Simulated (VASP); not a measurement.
IrRh2, 6 atoms in the cell. Symmetry: P6_3/mmc, No. 194, hexagonal system. The conventional cell has a = 2.646 Å, b = 2.646 Å, c = 12.824 Å, α = 90.00°, β = 90.00°, γ = 120.00°. Ir (site symmetry -6m2) has 6 Rh at 2.63 Å and 6 Ir at 2.65 Å within 3.5 Å. Rh (site symmetry 3m) has 3 Ir at 2.63 Å and 9 Rh at 2.63 to 2.65 Å within 3.5 Å. 

```yaml
Program: VASP 6.6.1
Task: single point
Functional: PBE
Potentials_or_basis: VASP PAW PBE potentials, release 64 (Ir, Rh_pv)
Cutoff: 520 eV
k_mesh: 18 × 18 × 4
Occupations: gaussian, width 0.1 eV
Spin: no spin polarisation
Dipole_correction: no
Further_INCAR_settings: ALGO = Fast; EDIFF = 1e-06; NBANDS = 48
```

Potentials or basis: VASP PAW PBE potentials, release 64 (Ir, Rh_pv).

Launch:

```console
$ cat potpaw_PBE.64/Ir/POTCAR potpaw_PBE.64/Rh_pv/POTCAR > POTCAR
$ mpirun -np 1 vasp_std > vasp.out
```

Hardware: 1 thread of Intel(R) Xeon(R) 6975P-C (Granite Rapids), with other jobs on the host.

Question: How long does it take, and how much memory?

Answer: It took 4.8 min on 1 thread of Intel(R) Xeon(R) 6975P-C (Granite Rapids), on a shared host, peak memory 0.43 GiB. Counts: scf iterations 20, k points 111.
